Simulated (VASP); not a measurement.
# Ti (I4/mmm) in VASP: single point with PBE

Aim: the single point of Ti with PBE.

All numbers are computed with VASP 6.6.1; they aren't measurements. Logs are shortened: lines on timing, memory, paths and dates and some standing lists are left out, and cuts for length are marked.

## Step 1: The cell of the first run

The structure is tetragonal, space group I4/mmm (No. 139). Conventional cell: a = 3.020 Å, b = 3.020 Å, c = 4.388 Å, α = 90.00°, β = 90.00°, γ = 90.00°. Ti (site symmetry 4/mmm) has 12 Ti at 3.02 to 3.06 Å within 4.0 Å.

## Step 2: Single point, PBE (20.01 Å³/atom)

INCAR

```
  PREC = Accurate
  ENCUT = 520
  EDIFF = 1E-7
  ISMEAR = 0
  SIGMA = 0.15
  LREAL = F
  LASPH = T
  NELM = 60
  ALGO = Fast
  ISIF = 2
  LWAVE = F
  LCHARG = F
  GGA = PE
  NBANDS = 12
```

KPOINTS

```
Automatic mesh
0
Gamma
  22 22 22
```

POSCAR

```
Ti
1.0
   -1.5099136879      1.5099136879      2.1939045885
    1.5099136879     -1.5099136879      2.1939045885
    1.5099136879      1.5099136879     -2.1939045885
Ti
1
Direct
    0.0000000000      0.0000000000      0.0000000000
```

Potentials or basis: VASP PAW PBE potentials, release 64 (Ti_sv).

On the command line:

```bash
$ cat potpaw_PBE.64/Ti_sv/POTCAR > POTCAR
$ mpirun -np 1 vasp_std > vasp.out
```

OUTCAR:

```text
PREC = Accurate
   ENCUT = 520
   EDIFF = 1E-7
   ISMEAR = 0
   LREAL = F
   LASPH = T
   NELM = 60
   ISIF = 2
   GGA = PE

 ion  position               nearest neighbor table
   1  0.000  0.000  0.000-

  LATTYP: Found a body centered tetragonal cell.
 ALAT       =     3.0198273758
 C/A-ratio  =     1.4530000000

  Lattice vectors:

 A1 = (  -1.5099136879,   1.5099136879,   2.1939045885)
 A2 = (   1.5099136879,  -1.5099136879,   2.1939045885)
 A3 = (   1.5099136879,   1.5099136879,  -2.1939045885)

Analysis of symmetry for initial positions (statically):
=====================================================================
 Subroutine PRICEL returns:
 Original cell was already a primitive cell.

 Routine SETGRP: Setting up the symmetry group for a
 body centered tetragonal supercell.

 Subroutine GETGRP returns: Found 16 space group operations
 (whereof 16 operations were pure point group operations)
 out of a pool of 16 trial point group operations.

The static configuration has the point symmetry D_4h.

Analysis of symmetry for dynamics (positions and initial velocities):
=====================================================================
 Subroutine PRICEL returns:
 Original cell was already a primitive cell.

 Routine SETGRP: Setting up the symmetry group for a
 body centered tetragonal supercell.

 Subroutine GETGRP returns: Found 16 space group operations
 (whereof 16 operations were pure point group operations)
 out of a pool of 16 trial point group operations.

The dynamic configuration has the point symmetry D_4h.

 Subroutine INISYM returns: Found 16 space group operations
 (whereof 16 operations are pure point group operations),
 and found     1 'primitive' translations

----------------------------------------------------------------------------------------

                                     Primitive cell

  volume of cell :      20.0070

  direct lattice vectors                    reciprocal lattice vectors
    -1.509913688  1.509913688  2.193904589     0.000000000  0.331144756  0.227904168
     1.509913688 -1.509913688  2.193904589     0.331144756  0.000000000  0.227904168
     1.509913688  1.509913688 -2.193904589     0.331144756  0.331144756  0.000000000

  length of vectors
     3.061518583  3.061518583  3.061518583     0.401991492  0.401991492  0.468309405

  position of ions in fractional coordinates (direct lattice)
     0.000000000  0.000000000  0.000000000

  ion indices of the primitive-cell ions
   primitive index   ion index
                 1           1

----------------------------------------------------------------------------------------

 KPOINTS: Automatic mesh

Automatic generation of k-mesh.
 Grid dimensions read from file:
 generate k-points for:   22   22   22

 Generating k-lattice:

  Cartesian coordinates                     Fractional coordinates (reciprocal lattice)
     0.000000000  0.015052034  0.010359280     0.045454545  0.000000000 -0.000000000
     0.015052034  0.000000000  0.010359280     0.000000000  0.045454545 -0.000000000
     0.015052034  0.015052034  0.000000000     0.000000000  0.000000000  0.045454545

  Length of vectors
     0.018272341  0.018272341  0.021286791

  Shift w.r.t. Gamma in fractional coordinates (k-lattice)
     0.000000000  0.000000000  0.000000000

 Subroutine IBZKPT returns following result:
 ===========================================

 Found    834 irreducible k-points:

 Following reciprocal coordinates:
            Coordinates               Weight
  0.000000  0.000000  0.000000      1.000000
  0.045455  0.000000 -0.000000      8.000000
  0.090909  0.000000 -0.000000      8.000000
  0.136364  0.000000 -0.000000      8.000000
  0.181818  0.000000 -0.000000      8.000000
  0.227273  0.000000 -0.000000      8.000000
[... 16 lines left out ...]
  0.500000  0.045455 -0.000000     16.000000
 -0.454545  0.045455  0.000000     16.000000
 [... further k-points ...]
   k-points           NKPTS =    834   k-points in BZ     NKDIM =    834   number of bands    NBANDS=     12
   number of dos      NEDOS =    301   number of ions     NIONS =      1
   total plane-waves  NPLWV =  13824
   dimension x,y,z NGX =    24 NGY =   24 NGZ =   24
   dimension x,y,z NGXF=    48 NGYF=   48 NGZF=   48
   ions per type =               1
   NGX,Y,Z   is equivalent  to a cutoff of  13.03, 13.03, 13.03 a.u.
   NGXF,Y,Z  is equivalent  to a cutoff of  26.06, 26.06, 26.06 a.u.
 SYSTEM =  unknown system
   PREC   = accura    normal or accurate (medium, high low for compatibility)
   ISTART =      0    job   : 0-new  1-cont  2-samecut
   ICHARG =      2    charge: 1-file 2-atom 10-const
   ISPIN  =      1    spin polarized calculation?
   LNONCOLLINEAR =      F non collinear calculations
   LSORBIT =      F    spin-orbit coupling
   LASPH  =      T    aspherical Exc in radial PAW
   ENCUT  =  520.0 eV  38.22 Ry    6.18 a.u.   5.69  5.69  5.69*2*pi/ulx,y,z
   NELM   =     60;   NELMIN=  2; NELMDL= -5     # of ELM steps
   EDIFF  = 0.1E-06   stopping-criterion for ELM
   LREAL  =      F    real-space projection
   EDIFFG = 0.1E-05   stopping-criterion for IOM
   NSW    =      0    number of steps for IOM
   IBRION =     -1    ionic relax: 0-MD 1-quasi-New 2-CG
   NFREE  =      0    steps in history (QN), initial steepest desc. (CG)
   ISIF   =      2    stress and relaxation
   ISYM   =      2    0-nonsym 1-usesym 2-fastsym
   POTIM  = 0.5000    time-step for ionic-motion
   TEBEG  =    0.0;   TEEND  =   0.0 temperature during run
   PSTRESS=    0.0 pullay stress
   NELECT =      12.0000    total number of electrons
   NUPDOWN=      -1.0000    fix difference up-down
   EMIN   =  10.00;   EMAX   =-10.00  energy-range for DOS
   EFERMI =   0.00;   METHOD = LEGACY
   ISMEAR =     0;   SIGMA  =   0.15  broadening in eV -4-tet -1-fermi 0-gaus
   EFERMI_NEDOS =   21; number of points for ismear=-14 and -15
   IALGO  =     68    algorithm
   IMIX   =      4    mixing-type and parameters
     AMIX     =   0.40;   BMIX     =  1.00
     AMIX_MAG =   1.60;   BMIX_MAG =  1.00
  volume/ion in A,a.u.               =      20.01       135.01
  Fermi-wavevector in a.u.,A,eV,Ry     =   1.380621  2.608996 25.934274  1.906115
  Thomas-Fermi vector in A             =   2.505481
   LORBIT       =      0    0 simple, 1 ext, 2 COOP (PROOUT), +10 PAW based schemes
   GGA     = PE    functional components
   LHFCALC =     F    Hartree Fock is set to
   AEXX    =    0.0000 exact exchange contribution
   IVDW    =     0    specifies the selected vdW correction
   LEPSILON=     F    determine dielectric tensor
   LRPA    =     F    only Hartree local field effects (RPA)
 non-spin polarized calculation
 RMM-DIIS sequential band-by-band and
 Gauss-broadening in eV      SIGMA  =   0.15
  energy-cutoff  :      520.00
  volume of cell :       20.01
 maximum number of plane-waves:       552
   NGX = 11   NGY = 11   NGZ = 11

 number of electron      12.0000002 magnetization

 Free energy of the ion-electron system (eV)
  ---------------------------------------------------
  ext. energy  EPLUGINS =         0.00000000
  ---------------------------------------------------
  free energy    TOTEN  =        -7.67824404 eV

  energy without entropy =       -7.65505085  energy(sigma->0) =       -7.66664744

 E-fermi :   6.7981     XC(G=0): -10.8502

 val. band max:        6.7980482526   @ k =   0.1364   0.1364   0.0455
 cond. band min:       6.7989299181   @ k =   0.3182   0.2273   0.0909
 fundamental gap:      0.0008816655
 Fermi energy:         6.7981428598

 k-point     1 :       0.0000    0.0000    0.0000
  band No.  band energies     occupation
      1     -50.1676      2.00000
      2     -26.1581      2.00000
      3     -26.1535      2.00000
      4     -26.1535      2.00000
      5       1.0702      2.00000
      6       7.4550      0.00000
      7       7.6374      0.00000
      8       7.6374      0.00000
      9       8.8083      0.00000
     10       9.0142      0.00000
     11      21.2779      0.00000
     12      24.7492      0.00000

 k-point     2 :       0.0455    0.0000   -0.0000
  band No.  band energies     occupation
      1     -50.1662      2.00000
      2     -26.1642      2.00000
      3     -26.1573      2.00000
      4     -26.1544      2.00000
      5       1.1293      2.00000
      6       7.4558      0.00000
      7       7.6229      0.00000
      8       7.6578      0.00000
      9       8.7975      0.00000
     10       9.0000      0.00000
     11      21.3058      0.00000
     12      24.4164      0.00000

 k-point     3 :       0.0909    0.0000   -0.0000
  band No.  band energies     occupation
      1     -50.1623      2.00000
      2     -26.1888      2.00000
      3     -26.1616      2.00000
      4     -26.1573      2.00000
      5       1.3042      2.00000
      6       7.4138      0.00000
      7       7.6237      0.00000
      8       7.7144      0.00000
      9       8.7720      0.00000
     10       8.9631      0.00000
     11      21.3295      0.00000
     12      23.3758      0.00000

 k-point     4 :       0.1364    0.0000   -0.0000
  band No.  band energies     occupation
      1     -50.1560      2.00000
      2     -26.2282      2.00000
      3     -26.1676      2.00000
      4     -26.1617      2.00000
      5       1.5884      2.00000
      6       7.2925      0.00000
      7       7.6726      0.00000
      8       7.7919      0.00000
      9       8.7534      0.00000
     10       8.9217      0.00000
     11      21.0478      0.00000
     12      22.4739      0.00000

 k-point     5 :       0.1818    0.0000   -0.0000
  band No.  band energies     occupation
      1     -50.1480      2.00000
      2     -26.2785      2.00000
      3     -26.1751      2.00000
      4     -26.1674      2.00000
      5       1.9702      2.00000
      6       7.1322      0.00163
      7       7.7194      0.00000
      8       7.8616      0.00000
      9       8.7763      0.00000
     10       8.9076      0.00000
     11      20.0987      0.00000
     12      22.1436      0.00000
[... 228 lines left out ...]
      1     -50.1035      2.00000
      2     -26.5444      2.00000
      3     -26.2185      2.00000
      4     -26.2035      2.00000
      5       4.3840      2.00000
      6       6.9194      0.25286
      7       7.4539      0.00000
      8       7.6259      0.00000
      9       9.6083      0.00000
     10       9.7999      0.00000
     11      14.2200      0.00000
     12      20.6750      0.00000

 k-point    22 :       0.4545    0.0455   -0.0000
  band No.  band energies     occupation
      1     -50.1003      2.00000
      2     -26.5633      2.00000
      3     -26.2215      2.00000
      4     -26.2057      2.00000
      5       4.5341      2.00000
      6       7.0410      0.02202
      7       7.4287      0.00000
      8       7.6024      0.00000
      9       9.7385      0.00000
     10       9.8734      0.00000
     11      13.6983      0.00000
     12      20.5481      0.00000

 k-point    23 :       0.5000    0.0455   -0.0000
  band No.  band energies     occupation
      1     -50.0998      2.00000
      2     -26.5665      2.00000
      3     -26.2222      2.00000
      4     -26.2056      2.00000
      5       4.5559      2.00000
      6       7.0615      0.01303
      7       7.4247      0.00000
      8       7.6004      0.00000
      9       9.7845      0.00000
     10       9.8629      0.00000
     11      13.6131      0.00000
     12      20.5281      0.00000

 k-point    24 :      -0.4545    0.0455    0.0000
  band No.  band energies     occupation
      1     -50.1020      2.00000
      2     -26.5535      2.00000
      3     -26.2206      2.00000
      4     -26.2034      2.00000
      5       4.4542      2.00000
      6       6.9635      0.11896
      7       7.4436      0.00000
      8       7.6137      0.00000
      9       9.7156      0.00000
     10       9.7886      0.00000
     11      13.9889      0.00000
     12      20.6177      0.00000

 [... further k-points ...]

------------------------ aborting loop because EDIFF is reached ----------------------------------------

  FORCE on cell =-STRESS in cart. coord.  units (eV):
  Direction    XX          YY          ZZ          XY          YZ          ZX
  --------------------------------------------------------------------------------------
  -------------------------------------------------------------------------------------
  Total       -1.4416981     -1.4416981     -1.5515962      0.0000000     -0.0000000      0.0000000
  in kB     -115.4523917   -115.4523917   -124.2531255      0.0000000     -0.0000000      0.0000000
  external PRESSURE =    -118.3859696 kB  Pullay stress =       0.0000000 kB

 VOLUME and BASIS-vectors are now :
 -----------------------------------------------------------------------------
  energy-cutoff  :      520.00
  volume of cell :       20.01
      direct lattice vectors                 reciprocal lattice vectors
    -1.509913688  1.509913688  2.193904589     0.000000000  0.331144756  0.227904168
     1.509913688 -1.509913688  2.193904589     0.331144756  0.000000000  0.227904168
     1.509913688  1.509913688 -2.193904589     0.331144756  0.331144756  0.000000000

 POSITION                                       TOTAL-FORCE (eV/Angst)
 -----------------------------------------------------------------------------------
      0.00000      0.00000      0.00000         0.000000      0.000000      0.000000
 -----------------------------------------------------------------------------------
    total drift:                                0.000000      0.000000     -0.000000

  FREE ENERGIE OF THE ION-ELECTRON SYSTEM (eV)
  ---------------------------------------------------
  free  energy   TOTEN  =        -7.6782440426 eV

  energy  without entropy=       -7.6550508469  energy(sigma->0) =       -7.66664744
```

It took 1.7 min on 1 thread of Intel Xeon 6975P-C (Granite Rapids), shared host; peak memory 0.3 GiB.

What came out:

| Quantity | Value |
| --- | --- |
| Free energy | -7.6782 eV |
| Pressure | -11.8 GPa |
| Band gap on the k mesh | zero (bands 6 and 7 overlap by 1.14 eV) |

Stress tensor (GPa, compression positive):
```
-11.55   0.00   0.00
  0.00 -11.55   0.00
  0.00   0.00 -12.43
```

Caveat: the cell stands under tension.
